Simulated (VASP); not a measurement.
# Sb (R-3m) in VASP: settings compared

Sb is run at these levels: HSE06, PBE0; tasks: single point.

Everything below comes from runs of VASP 6.6.1. Logs are shortened: lines on timing, memory, paths and dates and some standing lists are left out, and cuts for length are marked.

## Step 1: The cell of the first run

The structure is trigonal, space group R-3m (No. 166). Conventional cell: a = 4.365 Å, b = 4.365 Å, c = 11.422 Å, α = 90.00°, β = 90.00°, γ = 120.00°. Within 3.9 Å of Sb (site symmetry 3m) lie 6 Sb at 2.95 to 3.40 Å.

## Step 2: Single point, HSE06

Input file POSCAR:

```
Sb
1.0
    2.1825479877      1.2600946682      3.8074530396
   -2.1825479877      1.2600946682      3.8074530396
    0.0000000000     -2.5201893365      3.8074530396
Sb
2
Direct
    0.7665100000      0.7665100000      0.7665100000
    0.2334900000      0.2334900000      0.2334900000
```

Input file INCAR.step1:

```
ALGO = Normal
EDIFF = 1E-5
ENCUT = 520
GGA = PE
ISIF = 2
ISMEAR = -1
LASPH = T
LCHARG = F
LREAL = F
LWAVE = T
NBANDS = 12
NELM = 60
PREC = Accurate
SIGMA = 0.05
```

Input file INCAR.step2:

```
ALGO = Normal
EDIFF = 1E-6
ENCUT = 520
GGA = PE
HFSCREEN = 0.2079
ISIF = 2
ISMEAR = -1
ISTART = 1
LASPH = T
LCHARG = F
LHFCALC = T
LREAL = F
LWAVE = F
NBANDS = 12
NELM = 60
PREC = Accurate
PRECFOCK = Normal
SIGMA = 0.05
```

Input file KPOINTS:

```
k-points
0
Gamma
  4 4 4
```

Potentials or basis: VASP PAW PBE potentials, release 64 (Sb).

Launch:

```
> cat potpaw_PBE.64/Sb/POTCAR > POTCAR
> cp INCAR.step1 INCAR
> mpirun -np 1 vasp_std > vasp.out
> cp INCAR.step2 INCAR
> mpirun -np 1 vasp_std > vasp.out
```

OUTCAR:

```text
EDIFF = 1E-6
   ENCUT = 520
   GGA = PE
   HFSCREEN = 0.2079
   ISIF = 2
   ISMEAR = -1
   ISTART = 1
   LASPH = T
   LHFCALC = T
   LREAL = F
   NELM = 60
   PREC = Accurate
   PRECFOCK = Normal

 ion  position               nearest neighbor table
   1  0.767  0.767  0.767-   2 2.95   2 2.95   2 2.95   2 3.40   2 3.40   2 3.40
   2  0.233  0.233  0.233-   1 2.95   1 2.95   1 2.95   1 3.40   1 3.40   1 3.40

  LATTYP: Found a trigonal (rhomboedric) cell.
 ALAT       =     4.5659668133
 COS(alpha) =     0.5430253624

  Lattice vectors:

 A1 = (   2.1825479877,   1.2600946682,   3.8074530396)
 A2 = (  -2.1825479877,   1.2600946682,   3.8074530396)
 A3 = (   0.0000000000,  -2.5201893365,   3.8074530396)

Analysis of symmetry for initial positions (statically):
=====================================================================
 Subroutine PRICEL returns:
 Original cell was already a primitive cell.

 Routine SETGRP: Setting up the symmetry group for a
 trigonal (rhombohedral) supercell.

 Subroutine GETGRP returns: Found 12 space group operations
 (whereof 12 operations were pure point group operations)
 out of a pool of 12 trial point group operations.

The static configuration has the point symmetry D_3d.

Analysis of symmetry for dynamics (positions and initial velocities):
=====================================================================
 Subroutine PRICEL returns:
 Original cell was already a primitive cell.

 Routine SETGRP: Setting up the symmetry group for a
 trigonal (rhombohedral) supercell.

 Subroutine GETGRP returns: Found 12 space group operations
 (whereof 12 operations were pure point group operations)
 out of a pool of 12 trial point group operations.

The dynamic configuration has the point symmetry D_3d.

 Subroutine INISYM returns: Found 12 space group operations
 (whereof 12 operations are pure point group operations),
 and found     1 'primitive' translations

----------------------------------------------------------------------------------------

                                     Primitive cell

  volume of cell :      62.8279

  direct lattice vectors                    reciprocal lattice vectors
     2.182547988  1.260094668  3.807453040     0.229090037  0.132265195  0.087547589
    -2.182547988  1.260094668  3.807453040    -0.229090037  0.132265195  0.087547589
     0.000000000 -2.520189337  3.807453040     0.000000000 -0.264530389  0.087547589

  length of vectors
     4.565966813  4.565966813  4.565966813     0.278641180  0.278641180  0.278641180

  position of ions in fractional coordinates (direct lattice)
     0.766510000  0.766510000  0.766510000
     0.233490000  0.233490000  0.233490000

  ion indices of the primitive-cell ions
   primitive index   ion index
                 1           1
                 2           2

----------------------------------------------------------------------------------------

 KPOINTS: k-points

Automatic generation of k-mesh.
 Grid dimensions read from file:
 generate k-points for:    4    4    4

 Generating k-lattice:

  Cartesian coordinates                     Fractional coordinates (reciprocal lattice)
     0.057272509  0.033066299  0.021886897     0.250000000 -0.000000000  0.000000000
    -0.057272509  0.033066299  0.021886897    -0.000000000  0.250000000  0.000000000
     0.000000000 -0.066132597  0.021886897     0.000000000  0.000000000  0.250000000

  Length of vectors
     0.069660295  0.069660295  0.069660295

  Shift w.r.t. Gamma in fractional coordinates (k-lattice)
     0.000000000  0.000000000  0.000000000

 Subroutine IBZKPT returns following result:
 ===========================================

 Found     13 irreducible k-points:

 Following reciprocal coordinates:
            Coordinates               Weight
  0.000000  0.000000  0.000000      1.000000
  0.250000 -0.000000  0.000000      6.000000
  0.500000 -0.000000  0.000000      3.000000
  0.250000  0.250000  0.000000      6.000000
  0.500000  0.250000  0.000000     12.000000
 -0.250000  0.250000  0.000000      6.000000
  0.500000  0.500000  0.000000      3.000000
  0.250000  0.250000  0.250000      2.000000
  0.500000  0.250000  0.250000      6.000000
 -0.250000  0.250000  0.250000      6.000000
  0.500000  0.500000  0.250000      6.000000
 -0.250000  0.500000  0.250000      6.000000
  0.500000  0.500000  0.500000      1.000000
   k-points           NKPTS =     13   k-points in BZ     NKDIM =     64   number of bands    NBANDS=     12
   number of dos      NEDOS =    301   number of ions     NIONS =      2
   total plane-waves  NPLWV =  46656
   dimension x,y,z NGX =    36 NGY =   36 NGZ =   36
   dimension x,y,z NGXF=    72 NGYF=   72 NGZF=   72
   ions per type =               2
   NGX,Y,Z   is equivalent  to a cutoff of  13.11, 13.11, 13.11 a.u.
   NGXF,Y,Z  is equivalent  to a cutoff of  26.22, 26.22, 26.22 a.u.
 SYSTEM =  unknown system
   PREC   = accura    normal or accurate (medium, high low for compatibility)
   ISTART =      1    job   : 0-new  1-cont  2-samecut
   ICHARG =      0    charge: 1-file 2-atom 10-const
   ISPIN  =      1    spin polarized calculation?
   LNONCOLLINEAR =      F non collinear calculations
   LSORBIT =      F    spin-orbit coupling
   LASPH  =      T    aspherical Exc in radial PAW
   ENCUT  =  520.0 eV  38.22 Ry    6.18 a.u.   8.49  8.49  8.49*2*pi/ulx,y,z
   NELM   =     60;   NELMIN=  2; NELMDL=  0     # of ELM steps
   EDIFF  = 0.1E-05   stopping-criterion for ELM
   LREAL  =      F    real-space projection
   EDIFFG = 0.1E-04   stopping-criterion for IOM
   NSW    =      0    number of steps for IOM
   IBRION =     -1    ionic relax: 0-MD 1-quasi-New 2-CG
   NFREE  =      0    steps in history (QN), initial steepest desc. (CG)
   ISIF   =      2    stress and relaxation
   ISYM   =      3    0-nonsym 1-usesym 2-fastsym
   POTIM  = 0.5000    time-step for ionic-motion
   TEBEG  =    0.0;   TEEND  =   0.0 temperature during run
   PSTRESS=    0.0 pullay stress
   NELECT =      10.0000    total number of electrons
   NUPDOWN=      -1.0000    fix difference up-down
   EMIN   =  10.00;   EMAX   =-10.00  energy-range for DOS
   EFERMI =   0.00;   METHOD = LEGACY
   ISMEAR =    -1;   SIGMA  =   0.05  broadening in eV -4-tet -1-fermi 0-gaus
   EFERMI_NEDOS =   21; number of points for ismear=-14 and -15
   IALGO  =     38    algorithm
   IMIX   =      1    mixing-type and parameters
     AMIX     =   0.40;   BMIX     =  1.00
     AMIX_MAG =   1.60;   BMIX_MAG =  1.00
  volume/ion in A,a.u.               =      31.41       211.99
  Fermi-wavevector in a.u.,A,eV,Ry     =   0.887205  1.676574 10.709587  0.787132
  Thomas-Fermi vector in A             =   2.008472
   LORBIT       =      0    0 simple, 1 ext, 2 COOP (PROOUT), +10 PAW based schemes
   GGA     = PE    functional components
   LHFCALC =     T    Hartree Fock is set to
   PRECFOCK=normal    Normal, Fast or Accurate (Low or Medium for compatibility)
   ENCUT4O =  -1.0   cutoff for four orbital integrals eV
   NKREDX  =     1    reduce k-point grid by
   NKREDY  =     1    reduce k-point grid by
   NKREDZ  =     1    reduce k-point grid by
   AEXX    =    0.2500 exact exchange contribution
   HFSCREEN=    0.2079 screening length (either q_TF or 0.3 A-1)
   HFSCREENC=   0.2079 screening length for correlation (either q_TF or 0.3 A-1)
   ENCUTFOCK=  -1.0 apply spherical cutoff to Coloumb kernel
   IVDW    =     0    specifies the selected vdW correction
   LEPSILON=     F    determine dielectric tensor
   LRPA    =     F    only Hartree local field effects (RPA)
 non-spin polarized calculation
  energy-cutoff  :      520.00
  volume of cell :       62.83
 maximum number of plane-waves:      1710
 NGX is ok and might be reduce to    36
  NGX = 28; NGY = 28; NGZ = 28

 number of electron      10.0000000 magnetization

 Free energy of the ion-electron system (eV)
  ---------------------------------------------------
  ext. energy  EPLUGINS =         0.00000000
  ---------------------------------------------------
  free energy    TOTEN  =       -10.18114318 eV

  energy without entropy =      -10.17998364  energy(sigma->0) =      -10.18056341

 E-fermi :   6.4295     XC(G=0):  -7.8286

 val. band max:        6.2484645311   @ k =   0.5000   0.5000   0.5000
 cond. band min:       6.6109405973   @ k =   0.5000  -0.0000   0.0000
 fundamental gap:      0.3624760662
 Fermi energy:         6.4294554278

 k-point     1 :       0.0000    0.0000    0.0000
  band No.  band energies     occupation
      1      -7.1948      2.00000
      2       1.2419      2.00000
      3       4.3183      2.00000
      4       4.5921      2.00000
      5       4.5921      2.00000
      6       9.0504      0.00000
      7       9.7177      0.00000
      8       9.7177      0.00000
      9      12.2407      0.00000
     10      12.2407      0.00000
     11      12.3907      0.00000
     12      13.9219      0.00000

 k-point     2 :       0.2500   -0.0000    0.0000
  band No.  band energies     occupation
      1      -6.4684      2.00000
      2      -1.0903      2.00000
      3       4.3981      2.00000
      4       4.4822      2.00000
      5       5.4130      2.00000
      6       8.1215      0.00000
      7       8.2956      0.00000
      8       8.3811      0.00000
      9      12.0820      0.00000
     10      12.6546      0.00000
     11      13.1958      0.00000
     12      17.0129      0.00000

 k-point     3 :       0.5000   -0.0000    0.0000
  band No.  band energies     occupation
      1      -4.6891      2.00000
      2      -3.9093      2.00000
      3       4.4414      2.00000
      4       4.5754      2.00000
      5       6.2271      1.96568
      6       6.6109      0.05168
      7       7.0535      0.00001
      8       7.3618      0.00000
      9      14.8356      0.00000
     10      15.3932      0.00000
     11      16.3230      0.00000
     12      16.3443      0.00000

 k-point     4 :       0.2500    0.2500    0.0000
  band No.  band energies     occupation
      1      -6.2927      2.00000
      2      -0.8171      2.00000
      3       2.9612      2.00000
      4       3.4471      2.00000
      5       4.5397      2.00000
      6       8.9955      0.00000
      7       9.1802      0.00000
      8      10.7825      0.00000
      9      11.5747      0.00000
     10      14.1556      0.00000
     11      14.1903      0.00000
     12      15.3908      0.00000

 k-point     5 :       0.5000    0.2500    0.0000
  band No.  band energies     occupation
      1      -4.8357      2.00000
      2      -2.9170      2.00000
      3       1.8478      2.00000
      4       3.2734      2.00000
      5       3.7951      2.00000
      6       9.4330      0.00000
      7       9.7436      0.00000
      8      10.9391      0.00000
      9      11.5069      0.00000
     10      15.4464      0.00000
     11      16.3825      0.00000
     12      16.8952      0.00000
[... 63 lines left out ...]
      1      -4.7906      2.00000
      2      -3.0328      2.00000
      3       2.0075      2.00000
      4       3.3006      2.00000
      5       3.8593      2.00000
      6       9.1119      0.00000
      7       9.5676      0.00000
      8      10.7992      0.00000
      9      11.4282      0.00000
     10      16.0090      0.00000
     11      16.6746      0.00000
     12      17.3192      0.00000

 k-point    11 :       0.5000    0.5000    0.2500
  band No.  band energies     occupation
      1      -5.2312      2.00000
      2      -2.5866      2.00000
      3       1.8171      2.00000
      4       3.4462      2.00000
      5       4.2290      2.00000
      6       9.4502      0.00000
      7       9.6594      0.00000
      8      11.2879      0.00000
      9      11.7399      0.00000
     10      15.6154      0.00000
     11      16.0486      0.00000
     12      17.1574      0.00000

 k-point    12 :      -0.2500    0.5000    0.2500
  band No.  band energies     occupation
      1      -4.1950      2.00000
      2      -3.2129      2.00000
      3       1.2804      2.00000
      4       1.2938      2.00000
      5       5.7808      2.00000
      6       7.5478      0.00000
      7      11.7046      0.00000
      8      11.7081      0.00000
      9      13.2077      0.00000
     10      13.3829      0.00000
     11      17.3846      0.00000
     12      17.4245      0.00000

 k-point    13 :       0.5000    0.5000    0.5000
  band No.  band energies     occupation
      1      -5.5665      2.00000
      2      -3.2081      2.00000
      3       5.1058      2.00000
      4       5.1058      2.00000
      5       6.2485      1.94782
      6       6.9551      0.00005
      7       6.9551      0.00005
      8       7.7910      0.00000
      9      14.2297      0.00000
     10      15.8778      0.00000
     11      15.8778      0.00000
     12      16.4579      0.00000

------------------------ aborting loop because EDIFF is reached ----------------------------------------

  FORCE on cell =-STRESS in cart. coord.  units (eV):
  Direction    XX          YY          ZZ          XY          YZ          ZX
  --------------------------------------------------------------------------------------
  -------------------------------------------------------------------------------------
  Total       -0.9124979     -0.9124979     -0.9557816      0.0000000      0.0000000      0.0000000
  in kB      -23.2696409    -23.2696409    -24.3734188      0.0000000      0.0000000      0.0000000
  external PRESSURE =     -23.6375668 kB  Pullay stress =       0.0000000 kB

 VOLUME and BASIS-vectors are now :
 -----------------------------------------------------------------------------
  energy-cutoff  :      520.00
  volume of cell :       62.83
      direct lattice vectors                 reciprocal lattice vectors
     2.182547988  1.260094668  3.807453040     0.229090037  0.132265195  0.087547589
    -2.182547988  1.260094668  3.807453040    -0.229090037  0.132265195  0.087547589
     0.000000000 -2.520189337  3.807453040     0.000000000 -0.264530389  0.087547589

 POSITION                                       TOTAL-FORCE (eV/Angst)
 -----------------------------------------------------------------------------------
      0.00000     -0.00000      8.75535         0.000000     -0.000000      0.602217
      0.00000     -0.00000      2.66701         0.000000      0.000000     -0.602217
 -----------------------------------------------------------------------------------
    total drift:                                0.000000     -0.000000      0.000000

  FREE ENERGIE OF THE ION-ELECTRON SYSTEM (eV)
  ---------------------------------------------------
  free  energy   TOTEN  =       -10.1811431797 eV

  energy  without entropy=      -10.1799836402  energy(sigma->0) =      -10.18056341
```

It took 22 min on 1 thread of Intel Xeon 8259CL, shared host; peak memory 0.31 GiB.

Results:

| Quantity | Value |
| --- | --- |
| Free energy | -10.1811 eV |
| Pressure | -2.4 GPa |
| Largest force | 0.602 eV/Å |

Forces in eV/Å, atoms in the order of the input:
```
Sb   0.000  0.000  0.602
Sb   0.000  0.000 -0.602
```

Stress tensor (GPa, compression positive):
```
-2.33  0.00  0.00
 0.00 -2.33  0.00
 0.00  0.00 -2.44
```

Levels at points of the mesh, in eV from the Fermi level:
```
           k point  band 1  band 2  band 3  band 4  band 5  band 6  band 7  band 8  band 9  band 10
(0.00, 0.00, 0.00)  -13.62   -5.19   -2.11   -1.84   -1.84    2.62    3.29    3.29    5.81     5.81
(0.50, 0.00, 0.00)  -11.12  -10.34   -1.99   -1.85   -0.20    0.18    0.62    0.93    8.41     8.96
(0.50, 0.50, 0.00)  -11.12   -8.60   -5.70   -3.90   -3.79    2.14    5.60    6.21    7.63     9.39
(0.50, 0.50, 0.50)  -12.00   -9.64   -1.32   -1.32   -0.18    0.53    0.53    1.36    7.80     9.45
```

Caveat: the k points lie up to 0.44 Å⁻¹ apart; the PAW data sets were made with another functional, which shifts forces and pressure a little; spin-orbit coupling is left out, which moves the levels of the heavy elements.

## Step 3: Single point, PBE0

POSCAR is that of step 2.

Input file INCAR.step1:

```
SYSTEM = Sb
PREC = Accurate
ENCUT = 520
EDIFF = 1E-5
ISMEAR = -1
SIGMA = 0.05
LREAL = .False.
LASPH = .True.
NELM = 100
ALGO = Normal
ISIF = 2
LWAVE = .True.
GGA = PE
NBANDS = 12
```

Input file INCAR.step2:

```
SYSTEM = Sb
PREC = Accurate
ENCUT = 520
EDIFF = 1E-7
ISMEAR = -1
SIGMA = 0.05
LREAL = .False.
LASPH = .True.
NELM = 100
ALGO = Normal
ISIF = 2
LWAVE = .False.
LCHARG = .True.
GGA = PE
LHFCALC = .True.
AEXX = 0.25
PRECFOCK = Normal
LELF = .True.
LVHAR = .True.
ISTART = 1
NBANDS = 12
```

Input file KPOINTS:

```
Automatic mesh
0
Gamma
  4 4 4
  0 0 0
```

Potentials or basis: VASP PAW PBE potentials, release 64 (Sb).

Launch:

```
> cat potpaw_PBE.64/Sb/POTCAR > POTCAR
> cp INCAR.step1 INCAR
> mpirun -np 1 vasp_std > vasp.out
> cp INCAR.step2 INCAR
> mpirun -np 1 vasp_std > vasp.out
```

Run time: 27 min. Hardware: 1 thread of Intel Xeon 8259CL, shared host; peak memory 0.22 GiB.

The run converged. Its results:

```yaml
Free_energy: -11.3436 eV
Pressure: -2.5 GPa
Largest_force: 0.651 eV/Å
Band_gap_on_the_k_mesh: 0.97 eV (least direct gap 1.02 eV)
```

Forces on the atoms (eV/Å):
```
Sb   0.000  0.000  0.651
Sb   0.000  0.000 -0.651
```

Levels at points of the mesh, in eV from the valence-band top:
```tsv
k point	band 3	band 4	band 5	band 6	band 7	band 8
(0.00, 0.00, 0.00)	-2.00	-1.72	-1.72	3.45	4.14	4.14
(0.50, 0.00, 0.00)	-1.87	-1.73	-0.05	0.97	1.43	1.74
(0.50, 0.50, 0.00)	-5.65	-3.82	-3.71	2.95	6.48	7.09
(0.50, 0.50, 0.50)	-1.19	-1.19	0.00	1.32	1.32	2.14
```

Caveat: the k points lie up to 0.44 Å⁻¹ apart; the PAW data sets were made with another functional, which shifts forces and pressure a little; spin-orbit coupling is left out, which moves the levels of the heavy elements.

(Continued in part 2 of 2.)
